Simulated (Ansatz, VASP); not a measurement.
Rh in VASP and in Ansatz

The input INCAR:

```
SYSTEM = Rh
ALGO     = Fast           ! electronic algorithm
EDIFF    = 1E-6           ! SCF threshold, eV
EDIFFG   = -0.01          ! ionic threshold
ENCUT    = 600            ! plane-wave cutoff, eV
GGA      = PE             ! functional
IBRION   = 2              ! ionic algorithm
ISIF     = 3              ! what is computed and relaxed
ISMEAR   = 0              ! smearing method
LASPH    = .True.         ! aspherical terms in the spheres
LCHARG   = .False.        ! write CHGCAR
LREAL    = .False.        ! projectors in reciprocal space
LWAVE    = .False.        ! write WAVECAR
NELM     = 100            ! most SCF steps
NSW      = 100            ! ionic steps
PREC     = Accurate       ! precision mode
SIGMA    = 0.1            ! smearing width, eV
```

The input KPOINTS:

```
k-points
0
Gamma
  8 8 8
  0 0 0
```

The input POSCAR:

```
Rh
1.0
    4.6634802206      0.0000000000      0.0000000000
    0.0000000000      4.6634802206      0.0000000000
    0.0000000000      0.0000000000      4.6634802206
Rh
6
Direct
    0.0000000000      0.5000000000      0.2500000000
    0.0000000000      0.5000000000      0.7500000000
    0.2500000000      0.0000000000      0.5000000000
    0.5000000000      0.2500000000      0.0000000000
    0.5000000000      0.7500000000      0.0000000000
    0.7500000000      0.0000000000      0.5000000000
```

Input for Ansatz:

```yaml
crystal:
  lattice:
    - [4.6634802206, 0.0, 0.0]
    - [0.0, 4.6634802206, 0.0]
    - [0.0, 0.0, 4.6634802206]
  atoms:
    - { symbol: Rh, position: [0.0, 0.5, 0.25] }
    - { symbol: Rh, position: [0.0, 0.5, 0.75] }
    - { symbol: Rh, position: [0.25, 0.0, 0.5] }
    - { symbol: Rh, position: [0.5, 0.25, 0.0] }
    - { symbol: Rh, position: [0.5, 0.75, 0.0] }
    - { symbol: Rh, position: [0.75, 0.0, 0.5] }
basis:
  ecutwfc: 420
kpoints:
  mp_grid: { grid: [8, 8, 8] }
hamiltonian:
  xc: pbe
scf:
  occupations: { method: gaussian, width: 0.1 }
output:
  forces: true
  stress: true
  eigenvalues: true
relax:
  adjacent_minimum: "off"
  f_tol: 0.01
  max_steps: 80
  cell: { stress_tol: 0.05 }
```

Alike in both runs: task relaxation of cell and atoms; functional PBE; k mesh 8 × 8 × 8; occupations gaussian, width 0.1 eV; no spin polarisation.

|  | VASP | Ansatz |
| --- | --- | --- |
| version | VASP 6.6.1 | Ansatz 0.2.0 |
| potentials or method | VASP PAW PBE potentials, release 64 (Rh_pv), cutoff 600 eV | scalar-relativistic, plane waves, PAW |
| valence electrons in the cell | 90 | 102 |

|  | VASP | Ansatz | Ansatz less VASP |
| --- | --- | --- | --- |
| gap on the k mesh at the Fermi level, each at its own relaxed structure (eV) | none | none | - |
| relaxed volume (Å³/atom) | 16.95 | 16.95 | -0.002 |
| relaxed cell length with the largest relative difference (Å) | 4.668 | 4.668 | -0.0002 |

A gap of «none» marks a metal or a gap that the smearing closes. VASP's potentials hold 90 valence electrons a cell and Ansatz's 102, so a difference there can come from the potentials and not from the codes.
